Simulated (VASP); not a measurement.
Set up this calculation in VASP 6.6.1, as the native input.

```
Task                   : single point
Functional             : LDA
Potentials or basis    : VASP PAW LDA potentials, release 64 (Ru_pv)
Cutoff                 : 520 eV
k mesh                 : 17 × 17 × 17
Occupations            : fermi-dirac, width 0.1 eV
Spin                   : no spin polarisation
Dipole correction      : no
Further INCAR settings : ALGO = Normal; EDIFF = 1e-06; NBANDS = 13
```

The structure of Ru lies in POSCAR:

```
Ru
1.0
    2.2389796063      0.0000000000      0.0000000000
    0.0000000000      2.2389796063      0.0000000000
    0.0000000000      0.0000000000      2.2389796063
Ru
1
Direct
    0.0000000000      0.0000000000      0.0000000000
```

This cell differs from its parent crystal: volume scaled by 0.75.

The input as run:

INCAR

```
  PREC = Accurate
  ENCUT = 520
  EDIFF = 1E-6
  ISMEAR = -1
  SIGMA = 0.1
  LREAL = F
  LASPH = T
  NELM = 100
  ALGO = Normal
  ISIF = 2
  LWAVE = F
  LCHARG = T
  GGA = CA
  LELF = T
  LVHAR = T
  NBANDS = 13
```

KPOINTS

```
regular mesh
0
Gamma
  17 17 17
```

Potentials or basis: VASP PAW LDA potentials, release 64 (Ru_pv).

Command:

```console
$ cat potpaw_LDA.64/Ru_pv/POTCAR > POTCAR
$ mpirun -np 1 vasp_std > vasp.out
```

It gave:

The pressure is 149.8 GPa and the band gap on the k mesh is zero (band 7 reaches 22.97 eV, above the bottom of band 8 at 15.06 eV).

It took 24 s on 1 thread of Intel Xeon 8259CL (shared host), peak memory 0.13 GiB.
